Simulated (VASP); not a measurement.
# B (P-6m2) in VASP: a series of runs, part 2 of 2

VASP 6.6.1. The steps go on from the part before.

**4. Single point, PBE**

This run uses another cell than the first one, of 7.73 Å³/atom, 1.003 times its volume.

Input file INCAR:

```
  PREC = Accurate
  ENCUT = 520
  EDIFF = 1E-7
  ISMEAR = 0
  SIGMA = 0.1
  LREAL = Auto
  LASPH = True
  NELM = 100
  ALGO = Normal
  ISIF = 2
  LWAVE = False
  LCHARG = False
  GGA = PE
  NBANDS = 38
```

Input file KPOINTS:

```
Automatic mesh
0
Gamma
  6 6 1
```

Input file POSCAR:

```
B
1.0
    2.7299439928      0.0000000000      0.0000000000
   -1.3649719964      2.3642008487      0.0000000000
    0.0000000000      0.0000000000     19.1626092043
B
16
Direct
    0.3333333333      0.6666666667      0.8141176940
    0.0000000000      0.0000000000      0.6751762488
    0.6666666667      0.3333333333      0.3708386841
    0.6666666667      0.3333333333      0.5434039658
    0.0000000000      0.0000000000      0.4102155617
    0.3333333333      0.6666666667      0.0989550888
    0.0000000000      0.0000000000      0.2380836828
    0.6666666667      0.3333333333      0.9565472829
    0.6666666667      0.3333333333      0.0434527171
    0.6666666667      0.3333333333      0.6291613159
    0.3333333333      0.6666666667      0.9010449112
    0.0000000000      0.0000000000      0.3248237512
    0.0000000000      0.0000000000      0.7619163172
    0.0000000000      0.0000000000      0.5897844383
    0.3333333333      0.6666666667      0.1858823060
    0.6666666667      0.3333333333      0.4565960342
```

Launch:

```bash
> cat potpaw_PBE.64/B/POTCAR > POTCAR
> mpirun -np 1 vasp_std > vasp.out
```

Wall time 43 s (1 thread of Intel Xeon Platinum 8488C (Sapphire Rapids), shared host); peak memory 0.22 GiB.

The run converged. Its results:

* Free energy: -99.1318 eV
* Pressure: 0.0 GPa
* Largest force: 0.018 eV/Å
* Band gap on the k mesh: zero (band 24 reaches 9.42 eV, above the bottom of band 25 at 2.66 eV)

Forces in eV/Å, atoms in the order of the input:
```
B    0.000  0.000 -0.004
B    0.000  0.000  0.014
B    0.000  0.000 -0.014
B    0.000  0.000 -0.018
B    0.000  0.000  0.018
B    0.000  0.000 -0.004
B    0.000  0.000 -0.003
B    0.000  0.000 -0.007
B    0.000  0.000  0.007
B    0.000  0.000  0.014
B    0.000  0.000  0.004
B    0.000  0.000 -0.014
B    0.000  0.000  0.003
B    0.000  0.000 -0.018
B    0.000  0.000  0.004
B    0.000  0.000  0.018
```

Stress tensor (GPa, compression positive):
```
-0.01  0.00  0.00
 0.00 -0.01  0.00
 0.00  0.00  0.08
```

Levels at points of the mesh, in eV from the Fermi level:
```csv
k point,band 20,band 21,band 22,band 23,band 24,band 25,band 26,band 27,band 28,band 29
"(0.00, 0.00, 0.00)",3.70,3.70,4.03,4.03,4.31,4.31,4.75,5.24,5.24,5.39
"(0.50, 0.00, 0.00)",-3.54,-2.92,-2.78,-1.59,-1.31,0.58,0.96,1.43,2.47,2.54
```

Caveat: the k points lie up to 0.44 Å⁻¹ apart.

**5. Relaxation of cell and atoms, PBE**

This run uses another cell than the first one, of 7.30 Å³/atom, 0.947 times its volume.

Input file INCAR:

```
SYSTEM = B
  PREC = Accurate
  ENCUT = 600
  EDIFF = 1E-7
  ISMEAR = 0
  SIGMA = 0.1
  LREAL = Auto
  LASPH = .TRUE.
  NELM = 100
  ALGO = Normal
  ISIF = 3
  LWAVE = .FALSE.
  LCHARG = .FALSE.
  GGA = PE
  IBRION = 2
  NSW = 90
  EDIFFG = -0.04
```

Input file KPOINTS:

```
Automatic mesh
0
G
  6 6 1
  0 0 0
```

Input file POSCAR:

```
B
1.0
    2.7416523400      0.0000000000      0.0000000000
   -1.3708261700      2.3743405800      0.0000000000
    0.0000000000      0.0000000000     17.9430644300
B
16
Direct
    0.3333333300      0.6666666700      0.8279825600
    0.0000000000      0.0000000000      0.7033910600
    0.6666666700      0.3333333300      0.3279487600
    0.6666666700      0.3333333300      0.5783956800
    0.0000000000      0.0000000000      0.4531501100
    0.3333333300      0.6666666700      0.0784143400
    0.0000000000      0.0000000000      0.2030989400
    0.6666666700      0.3333333300      0.9531094600
    0.6666666700      0.3333333300      0.0468905400
    0.6666666700      0.3333333300      0.6720512400
    0.3333333300      0.6666666700      0.9215856600
    0.0000000000      0.0000000000      0.2966089400
    0.0000000000      0.0000000000      0.7969010600
    0.0000000000      0.0000000000      0.5468498900
    0.3333333300      0.6666666700      0.1720174400
    0.6666666700      0.3333333300      0.4216043200
```

Launch:

```bash
> cat potpaw_PBE.64/B/POTCAR > POTCAR
> mpirun -np 1 vasp_std > vasp.out
```

Run time: 30 min. Hardware: 1 thread of Intel Xeon Platinum 8488C (Sapphire Rapids), shared host; peak memory 0.26 GiB.

The run converged. Its results:

| Property | Result |
| --- | --- |
| Free energy | -100.3828 eV |
| Relaxed volume | 7.01 Å³/atom |
| Relaxed cell | a = 2.840 Å, b = 2.840 Å, c = 16.068 Å, α = 90.00°, β = 90.00°, γ = 120.00° |
| Space group after relaxing (to 0.05 Å) | P-6m2 (No. 187) |
| Energy gained by relaxing | 634.1 meV/atom |
| Ionic steps | 65 |
| Pressure after relaxing | 0.0 GPa |
| Largest force after relaxing | 0.023 eV/Å |
| Band gap on the k mesh | zero (band 24 reaches 10.36 eV, above the bottom of band 25 at 4.95 eV) |

Forces on the atoms (eV/Å):
```
B    0.000  0.000  0.023
B    0.000  0.000  0.016
B    0.000  0.000  0.003
B    0.000  0.000  0.016
B    0.000  0.000  0.000
B    0.000  0.000 -0.012
B    0.000  0.000 -0.003
B    0.000  0.000 -0.021
B    0.000  0.000  0.021
B    0.000  0.000 -0.003
B    0.000  0.000  0.012
B    0.000  0.000 -0.016
B    0.000  0.000  0.003
B    0.000  0.000  0.000
B    0.000  0.000 -0.023
B    0.000  0.000 -0.016
```

Step by step:
| step | energy change (eV) | largest force (eV/Å) | pressure (GPa) | volume (Å³) |
| --- | --- | --- | --- | --- |
| 1 | 0.0000 | 0.3884 | 30.27 | 116.80 |
| 3 | -1.4781 | 0.3142 | -0.03 | 133.86 |
| 5 | -1.4973 | 0.2910 | -0.43 | 134.20 |
| 7 | -1.6785 | 0.7260 | 0.51 | 134.04 |
| 9 | -1.7180 | 1.2224 | 0.81 | 133.97 |
| 11 | -1.7334 | 1.2624 | 0.78 | 133.98 |
| 13 | -1.7962 | 1.4720 | 0.47 | 134.04 |
| 15 | -1.9492 | 2.4955 | -3.19 | 134.28 |
| 17 | -2.2750 | 2.8173 | -6.47 | 133.92 |
| 19 | -1.4753 | 13.8519 | -8.25 | 132.31 |
| 21 | -2.9953 | 4.7228 | -12.46 | 132.86 |
| 23 | -3.3022 | 4.6186 | -11.89 | 132.12 |
| 25 | -3.9006 | 6.4682 | -9.79 | 130.07 |
| 27 | -5.5545 | 5.4667 | 12.43 | 119.90 |
| 29 | -6.0702 | 4.4086 | 6.01 | 121.63 |
| 31 | -6.6662 | 2.8276 | 1.98 | 122.89 |
| 33 | -7.2484 | 1.7320 | 0.46 | 123.89 |
| 35 | -7.7372 | 0.8985 | -4.35 | 124.86 |
| 37 | -7.9430 | 1.1652 | 1.02 | 120.97 |
| 39 | -8.4979 | 1.8823 | 1.63 | 117.82 |
| 41 | -8.9264 | 2.1949 | 3.13 | 112.85 |
| 43 | -9.1152 | 1.6617 | 2.55 | 111.43 |
| 45 | -9.6135 | 1.4247 | 0.91 | 112.12 |
| 47 | -9.7583 | 1.3203 | 0.50 | 112.71 |
| 49 | -9.8754 | 0.9852 | -0.85 | 113.07 |
| 51 | -9.9730 | 0.6741 | 0.01 | 112.88 |
| 53 | -10.0631 | 0.6279 | 0.44 | 112.74 |
| 55 | -10.1175 | 0.5186 | -1.06 | 113.19 |
| 57 | -10.1356 | 0.3221 | -1.17 | 112.89 |
| 59 | -10.1416 | 0.1377 | -0.13 | 112.37 |
| 61 | -10.1446 | 0.0702 | 0.27 | 112.05 |
| 63 | -10.1453 | 0.0580 | 0.19 | 112.11 |
| 65 | -10.1456 | 0.0232 | -0.02 | 112.20 |

Final structure:
```
B
1.0
     2.83951    0.00000    0.00000
    -1.41976    2.45909    0.00000
     0.00000    0.00000   16.06800
B
16
Direct
  0.33333 0.66667 0.78276
  0.00000 0.00000 0.71471
  0.66667 0.33333 0.35002
  0.66667 0.33333 0.55178
  0.00000 0.00000 0.39299
  0.33333 0.66667 0.11303
  0.00000 0.00000 0.17925
  0.66667 0.33333 0.94739
  0.66667 0.33333 0.05261
  0.66667 0.33333 0.64998
  0.33333 0.66667 0.88697
  0.00000 0.00000 0.28529
  0.00000 0.00000 0.82075
  0.00000 0.00000 0.60701
  0.33333 0.66667 0.21724
  0.66667 0.33333 0.44822
```

Levels at points of the mesh, in eV from the Fermi level:
```
           k point  band 22  band 23  band 24  band 25  band 26  band 27
(0.00, 0.00, 0.00)     2.58     2.58     3.57     3.57     3.80     4.01
(0.50, 0.00, 0.00)    -3.23    -0.89    -0.35    -0.03     0.97     2.18
```

Caveat: the k points lie up to 0.43 Å⁻¹ apart in the final cell.

**6. Summary**

```csv
task,cell,k mesh,cutoff (eV),gap on the mesh (eV),pressure (GPa),largest force (eV/Å)
single point,"a = 2.722, b = 2.722, c = 19.221 Å, angles 90.0, 90.0, 120.0°, 16 atoms",18 × 18 × 2,520,none,0.0,0.02
single point,"a = 2.742, b = 2.742, c = 17.943 Å, angles 90.0, 90.0, 120.0°, 16 atoms",6 × 6 × 1,520,none,30.4,0.39
single point,"a = 2.730, b = 2.730, c = 19.163 Å, angles 90.0, 90.0, 120.0°, 16 atoms",6 × 6 × 1,520,none,0.0,0.02
relaxation of cell and atoms,"relaxed from a = 2.742, b = 2.742, c = 17.943 Å, angles 90.0, 90.0, 120.0°, 16 atoms",6 × 6 × 1,600,none,0.0,0.02
```

Alike in all rows: level PBE; potentials or basis VASP PAW PBE potentials, release 64 (B); no spin polarisation; smearing gaussian 0.1 eV.

Caveats: some runs use coarse meshes.

Absolute energies hang on the potentials; compare differences alone.
